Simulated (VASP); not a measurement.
The system is Y.

```xyz
2
Lattice="1.7814 -4.9941 0.0000 1.7814 4.9941 0.0000 0.0000 0.0000 3.8946" Properties=species:S:1:pos:R:3 pbc="T T T"
Y     1.7814   -3.6657    0.9736
Y     1.7814    3.6657    2.9209
```

| Quantity | Value |
| --- | --- |
| Program | VASP 6.6.1 |
| Task | relaxation of cell and atoms |
| Functional | PBE |
| Potentials or basis | VASP PAW PBE potentials, release 64 (Y_sv) |
| Cutoff | 600 eV |
| k mesh | 6 × 6 × 4 |
| Occupations | gaussian, width 0.1 eV |
| Spin | no spin polarisation |

At the start: pressure -0.8 GPa; volume 34.65 Å³/atom.

Problem. Where does the relaxation end?

Solution. Over 8 steps the energy falls by 106.5 meV/atom and the volume is 33.62 Å³/atom (-3.0 %); space group Cmcm (No. 63, to 0.1 Å) before and after.

The path:
```tsv
step	energy change (eV)	largest force (eV/Å)	pressure (GPa)	volume (Å³)
1	0.0000	0.6363	-0.84	69.30
2	-0.0978	0.2088	0.23	67.43
3	-0.1413	0.2705	1.64	65.40
4	-0.1967	0.2578	-0.07	68.16
5	-0.1996	0.2417	-0.51	68.94
6	-0.2088	0.1610	-0.21	67.99
7	-0.2106	0.0986	0.02	67.32
8	-0.2129	0.0297	-0.05	67.24
```

Final structure:
```
Y
1.0
     1.73209   -5.64221    0.00000
     1.73209    5.64221    0.00000
     0.00000    0.00000    3.44003
Y
2
Cartesian
  1.7321 -4.1027 0.8600
  1.7321 4.1027 2.5800
```

Caveat: the k points lie up to 0.46 Å⁻¹ apart in the final cell, too coarse for converged energies and pressures of a metal.
